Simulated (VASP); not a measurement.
# BN (P-3m1) in VASP: single point with PBE

Aim: the single point of BN with PBE.

All numbers are computed with VASP 6.6.1; they aren't measurements. Logs are shortened: lines on timing, memory, paths and dates and some standing lists are left out, and cuts for length are marked.

## (1) The cell of the first run

The structure is trigonal, space group P-3m1 (No. 164). The conventional cell has a = 2.509 Å, b = 2.509 Å, c = 7.274 Å, α = 90.00°, β = 90.00°, γ = 120.00°. B (site symmetry 3m) has 3 N at 1.45 Å within 1.9 Å. Within 1.9 Å of N (site symmetry 3m) lie 3 B at 1.45 Å.

## (2) Single point, PBE (strained and its atoms moved)

Contents of INCAR:

```
SYSTEM = BN
ALGO = Normal
EDIFF = 1E-6
ENCUT = 520
GGA = PE
ISIF = 2
ISMEAR = 0
LASPH = .TRUE.
LCHARG = .FALSE.
LREAL = .FALSE.
LWAVE = .FALSE.
NBANDS = 16
NELM = 60
PREC = Accurate
SIGMA = 0.02
```

Contents of KPOINTS:

```
k-points
0
G
  12 12 4
  0 0 0
```

Contents of POSCAR:

```
BN
1.0
    2.5091749671      0.0000000000      0.0000000000
   -1.2545874836      2.1730092641      0.0000000000
    0.0000000000      0.0000000000      7.2744966840
B N
2 2
Direct
    0.3333333333      0.6666666667      0.2703194296
    0.6666666667      0.3333333333      0.7296805704
    0.3333333333      0.6666666667      0.7438469771
    0.6666666667      0.3333333333      0.2561530229
```

Potentials or basis: VASP PAW PBE potentials, release 64 (B, N).

The run is started by

```bash
> cat potpaw_PBE.64/B/POTCAR potpaw_PBE.64/N/POTCAR > POTCAR
> mpirun -np 1 vasp_std > vasp.out
```

OUTCAR:

```text
SYSTEM = BN
   EDIFF = 1E-6
   ENCUT = 520
   GGA = PE
   ISIF = 2
   ISMEAR = 0
   LASPH = .TRUE.
   LREAL = .FALSE.
   NELM = 60
   PREC = Accurate

 ion  position               nearest neighbor table
   1  0.333  0.667  0.270-   4 1.45   4 1.45   4 1.45
   2  0.667  0.333  0.730-   3 1.45   3 1.45   3 1.45
   3  0.333  0.667  0.744-   2 1.45   2 1.45   2 1.45
   4  0.667  0.333  0.256-   1 1.45   1 1.45   1 1.45

  LATTYP: Found a hexagonal cell.
 ALAT       =     2.5091749671
 C/A-ratio  =     2.8991587990

  Lattice vectors:

 A1 = (   2.5091749671,   0.0000000000,   0.0000000000)
 A2 = (  -1.2545874836,   2.1730092641,   0.0000000000)
 A3 = (   0.0000000000,   0.0000000000,   7.2744966840)

Analysis of symmetry for initial positions (statically):
=====================================================================
 Subroutine PRICEL returns:
 Original cell was already a primitive cell.

 Routine SETGRP: Setting up the symmetry group for a
 hexagonal supercell.

 Subroutine GETGRP returns: Found 12 space group operations
 (whereof 12 operations were pure point group operations)
 out of a pool of 24 trial point group operations.

The static configuration has the point symmetry D_3d.

Analysis of symmetry for dynamics (positions and initial velocities):
=====================================================================
 Subroutine PRICEL returns:
 Original cell was already a primitive cell.

 Routine SETGRP: Setting up the symmetry group for a
 hexagonal supercell.

 Subroutine GETGRP returns: Found 12 space group operations
 (whereof 12 operations were pure point group operations)
 out of a pool of 24 trial point group operations.

The dynamic configuration has the point symmetry D_3d.

 Subroutine INISYM returns: Found 12 space group operations
 (whereof 12 operations are pure point group operations),
 and found     1 'primitive' translations

----------------------------------------------------------------------------------------

                                     Primitive cell

  volume of cell :      39.6639

  direct lattice vectors                    reciprocal lattice vectors
     2.509174967  0.000000000  0.000000000     0.398537373  0.230095660  0.000000000
    -1.254587484  2.173009264  0.000000000     0.000000000  0.460191319  0.000000000
     0.000000000  0.000000000  7.274496684     0.000000000  0.000000000  0.137466555

  length of vectors
     2.509174967  2.509174967  7.274496684     0.460191319  0.460191319  0.137466555

  position of ions in fractional coordinates (direct lattice)
     0.333333333  0.666666667  0.270319430
     0.666666667  0.333333333  0.729680570
     0.333333333  0.666666667  0.743846977
     0.666666667  0.333333333  0.256153023

  ion indices of the primitive-cell ions
   primitive index   ion index
                 1           1
                 2           2
                 3           3
                 4           4

----------------------------------------------------------------------------------------

 KPOINTS: k-points

Automatic generation of k-mesh.
 Grid dimensions read from file:
 generate k-points for:   12   12    4

 Generating k-lattice:

  Cartesian coordinates                     Fractional coordinates (reciprocal lattice)
     0.033211448  0.019174638  0.000000000     0.083333333  0.000000000  0.000000000
     0.000000000  0.038349277  0.000000000     0.000000000  0.083333333  0.000000000
     0.000000000  0.000000000  0.034366639     0.000000000  0.000000000  0.250000000

  Length of vectors
     0.038349277  0.038349277  0.034366639

  Shift w.r.t. Gamma in fractional coordinates (k-lattice)
     0.000000000  0.000000000  0.000000000

 Subroutine IBZKPT returns following result:
 ===========================================

 Found     69 irreducible k-points:

 Following reciprocal coordinates:
            Coordinates               Weight
  0.000000  0.000000  0.000000      1.000000
  0.083333 -0.000000  0.000000      6.000000
  0.166667  0.000000  0.000000      6.000000
  0.250000  0.000000  0.000000      6.000000
  0.333333  0.000000  0.000000      6.000000
  0.416667 -0.000000  0.000000      6.000000
[... 16 lines left out ...]
  0.166667  0.000000  0.250000      6.000000
  0.000000  0.166667  0.250000      6.000000
 [... further k-points ...]
   k-points           NKPTS =     69   k-points in BZ     NKDIM =     69   number of bands    NBANDS=     16
   number of dos      NEDOS =    301   number of ions     NIONS =      4
   total plane-waves  NPLWV =  21600
   dimension x,y,z NGX =    20 NGY =   20 NGZ =   54
   dimension x,y,z NGXF=    40 NGYF=   40 NGZF=  108
   ions per type =               2   2
   NGX,Y,Z   is equivalent  to a cutoff of  13.25, 13.25, 12.34 a.u.
   NGXF,Y,Z  is equivalent  to a cutoff of  26.50, 26.50, 24.68 a.u.
 SYSTEM =  BN
   PREC   = accura    normal or accurate (medium, high low for compatibility)
   ISTART =      0    job   : 0-new  1-cont  2-samecut
   ICHARG =      2    charge: 1-file 2-atom 10-const
   ISPIN  =      1    spin polarized calculation?
   LNONCOLLINEAR =      F non collinear calculations
   LSORBIT =      F    spin-orbit coupling
   LASPH  =      T    aspherical Exc in radial PAW
   ENCUT  =  520.0 eV  38.22 Ry    6.18 a.u.   4.67  4.67 13.53*2*pi/ulx,y,z
   NELM   =     60;   NELMIN=  2; NELMDL= -5     # of ELM steps
   EDIFF  = 0.1E-05   stopping-criterion for ELM
   LREAL  =      F    real-space projection
   EDIFFG = 0.1E-04   stopping-criterion for IOM
   NSW    =      0    number of steps for IOM
   IBRION =     -1    ionic relax: 0-MD 1-quasi-New 2-CG
   NFREE  =      0    steps in history (QN), initial steepest desc. (CG)
   ISIF   =      2    stress and relaxation
   ISYM   =      2    0-nonsym 1-usesym 2-fastsym
   POTIM  = 0.5000    time-step for ionic-motion
   TEBEG  =    0.0;   TEEND  =   0.0 temperature during run
   PSTRESS=    0.0 pullay stress
   NELECT =      16.0000    total number of electrons
   NUPDOWN=      -1.0000    fix difference up-down
   EMIN   =  10.00;   EMAX   =-10.00  energy-range for DOS
   EFERMI =   0.00;   METHOD = LEGACY
   ISMEAR =     0;   SIGMA  =   0.02  broadening in eV -4-tet -1-fermi 0-gaus
   EFERMI_NEDOS =   21; number of points for ismear=-14 and -15
   IALGO  =     38    algorithm
   IMIX   =      4    mixing-type and parameters
     AMIX     =   0.40;   BMIX     =  1.00
     AMIX_MAG =   1.60;   BMIX_MAG =  1.00
  volume/ion in A,a.u.               =       9.92        66.92
  Fermi-wavevector in a.u.,A,eV,Ry     =   1.209622  2.285854 19.907845  1.463185
  Thomas-Fermi vector in A             =   2.345194
   LORBIT       =      0    0 simple, 1 ext, 2 COOP (PROOUT), +10 PAW based schemes
   GGA     = PE    functional components
   LHFCALC =     F    Hartree Fock is set to
   AEXX    =    0.0000 exact exchange contribution
   IVDW    =     0    specifies the selected vdW correction
   LEPSILON=     F    determine dielectric tensor
   LRPA    =     F    only Hartree local field effects (RPA)
 non-spin polarized calculation
 Gauss-broadening in eV      SIGMA  =   0.02
  energy-cutoff  :      520.00
  volume of cell :       39.66
 maximum number of plane-waves:      1095
 NGX is ok and might be reduce to    20
   NGX =  9   NGY =  9   NGZ = 27

 number of electron      15.9999999 magnetization

 Free energy of the ion-electron system (eV)
  ---------------------------------------------------
  ext. energy  EPLUGINS =         0.00000000
  ---------------------------------------------------
  free energy    TOTEN  =       -35.03847822 eV

  energy without entropy =      -35.03847822  energy(sigma->0) =      -35.03847822

 E-fermi :   1.6803     XC(G=0):  -9.4660

 val. band max:        1.5161515207   @ k =   0.3333   0.3333   0.5000
 cond. band min:       5.8174396133   @ k =   0.5000   0.0000   0.0000
 fundamental gap:      4.3012880925
 Fermi energy:         1.6802720644

 k-point     1 :       0.0000    0.0000    0.0000
  band No.  band energies     occupation
      1     -16.1522      2.00000
      2     -15.9947      2.00000
      3      -4.3490      2.00000
      4      -2.9079      2.00000
      5       0.2634      2.00000
      6       0.2634      2.00000
[... 8 lines left out ...]
     15      13.1015      0.00000
     16      14.5025      0.00000

 k-point     2 :       0.0833   -0.0000    0.0000
  band No.  band energies     occupation
      1     -16.0174      2.00000
      2     -15.8625      2.00000
      3      -4.1650      2.00000
      4      -2.7400      2.00000
      5      -0.2946      2.00000
      6      -0.2858      2.00000
[... 8 lines left out ...]
     15      13.6825      0.00000
     16      14.3846      0.00000

 k-point     3 :       0.1667    0.0000    0.0000
  band No.  band energies     occupation
      1     -15.6206      2.00000
      2     -15.4736      2.00000
      3      -3.6207      2.00000
      4      -2.2619      2.00000
      5      -1.7022      2.00000
      6      -1.6884      2.00000
[... 8 lines left out ...]
     15      15.1953      0.00000
     16      15.2549      0.00000

 k-point     4 :       0.2500    0.0000    0.0000
  band No.  band energies     occupation
      1     -14.9885      2.00000
      2     -14.8555      2.00000
      3      -3.5179      2.00000
      4      -3.4885      2.00000
      5      -2.7356      2.00000
      6      -1.4367      2.00000
[... 8 lines left out ...]
     15      16.1950      0.00000
     16      17.3861      0.00000
[... 324 lines left out ...]
 k-point    22 :       0.0000    0.0833    0.2500
  band No.  band energies     occupation
      1     -16.0001      2.00000
      2     -15.8809      2.00000
      3      -4.0141      2.00000
      4      -2.9537      2.00000
      5      -0.2928      2.00000
      6      -0.2855      2.00000
[... 8 lines left out ...]
     15      13.6735      0.00000
     16      14.3940      0.00000

 k-point    23 :       0.1667    0.0000    0.2500
  band No.  band energies     occupation
      1     -15.6042      2.00000
      2     -15.4910      2.00000
      3      -3.4740      2.00000
      4      -2.4707      2.00000
      5      -1.7009      2.00000
      6      -1.6825      2.00000
[... 8 lines left out ...]
     15      15.1958      0.00000
     16      15.2542      0.00000

 k-point    24 :       0.0000    0.1667    0.2500
  band No.  band energies     occupation
      1     -15.6042      2.00000
      2     -15.4910      2.00000
      3      -3.4753      2.00000
      4      -2.4652      2.00000
      5      -1.7065      2.00000
      6      -1.6816      2.00000
[... 8 lines left out ...]
     15      15.2060      0.00000
     16      15.2436      0.00000

 [... further k-points ...]

------------------------ aborting loop because EDIFF is reached ----------------------------------------

  FORCE on cell =-STRESS in cart. coord.  units (eV):
  Direction    XX          YY          ZZ          XY          YZ          ZX
  --------------------------------------------------------------------------------------
  -------------------------------------------------------------------------------------
  Total        0.2668533      0.2668533     -0.0839136     -0.0000000     -0.0000000      0.0000000
  in kB       10.7792301     10.7792301     -3.3895936     -0.0000000     -0.0000000      0.0000000
  external PRESSURE =       6.0562889 kB  Pullay stress =       0.0000000 kB

 VOLUME and BASIS-vectors are now :
 -----------------------------------------------------------------------------
  energy-cutoff  :      520.00
  volume of cell :       39.66
      direct lattice vectors                 reciprocal lattice vectors
     2.509174967  0.000000000  0.000000000     0.398537373  0.230095660  0.000000000
    -1.254587484  2.173009264  0.000000000     0.000000000  0.460191319  0.000000000
     0.000000000  0.000000000  7.274496684     0.000000000  0.000000000  0.137466555

 POSITION                                       TOTAL-FORCE (eV/Angst)
 -----------------------------------------------------------------------------------
     -0.00000      1.44867      1.96644        -0.000000     -0.000000     -1.486774
      1.25459      0.72434      5.30806         0.000000      0.000000      1.486774
     -0.00000      1.44867      5.41111         0.000000      0.000000     -1.447610
      1.25459      0.72434      1.86338        -0.000000      0.000000      1.447610
 -----------------------------------------------------------------------------------
    total drift:                                0.000000     -0.000000      0.000000

  FREE ENERGIE OF THE ION-ELECTRON SYSTEM (eV)
  ---------------------------------------------------
  free  energy   TOTEN  =       -35.0384782180 eV

  energy  without entropy=      -35.0384782180  energy(sigma->0) =      -35.03847822
```

Wall time 58 s (1 thread of Intel Xeon 8259CL, shared host); peak memory 0.17 GiB.

Results:

| Quantity | Value |
| --- | --- |
| Free energy | -35.0385 eV |
| Pressure | 0.6 GPa |
| Largest force | 1.487 eV/Å |
| Band gap on the k mesh | 4.30 eV (least direct gap 4.59 eV) |

Forces in eV/Å, atoms in the order of the input:
```
B    0.000  0.000 -1.487
B    0.000  0.000  1.487
N    0.000  0.000 -1.448
N    0.000  0.000  1.448
```

Caveat: the cell differs from its parent crystal (strained and its atoms moved); this functional lacks dispersion, which binds the layers, so the pressure and a relaxed spacing across them are unreliable; forces of over 1 eV/Å act on the atoms, so gaps and moduli don't describe the material at rest.
